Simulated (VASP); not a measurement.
Here is a VASP 6.6.1 calculation.

The input INCAR:

```
SYSTEM = CdSe
ALGO = Normal
EDIFF = 1E-7
ENCUT = 520
GGA = PE
ISIF = 2
ISMEAR = 0
LASPH = .TRUE.
LCHARG = .FALSE.
LREAL = .FALSE.
LWAVE = .FALSE.
NBANDS = 26
NELM = 80
PREC = Accurate
SIGMA = 0.02
```

File KPOINTS:

```
k-points
0
G
  12 12 6
  0 0 0
```

The input POSCAR:

```
CdSe
1.0
    4.3843196039      0.0000000000      0.0000000000
   -2.1921598020      3.7969321553      0.0000000000
    0.0000000000      0.0000000000      7.1540873383
Cd Se
2 2
Direct
    0.6666666667      0.3333333333      0.5000328785
    0.3333333333      0.6666666667      1.0000328785
    0.6666666667      0.3333333333      0.8758271215
    0.3333333333      0.6666666667      0.3758271215
```

Potentials or basis: VASP PAW PBE potentials, release 64 (Cd, Se).

Launch:

```console
$ cat potpaw_PBE.64/Cd/POTCAR potpaw_PBE.64/Se/POTCAR > POTCAR
$ mpirun -np 1 vasp_std > vasp.out
```

Problem. Estimate the pressure.

Solution. 0.2 GPa.

Problem. What does it give for the band gap on the k mesh?

Solution. 0.54 eV, direct.

A hybrid or GW would open this gap; PBE tends to underestimate it.
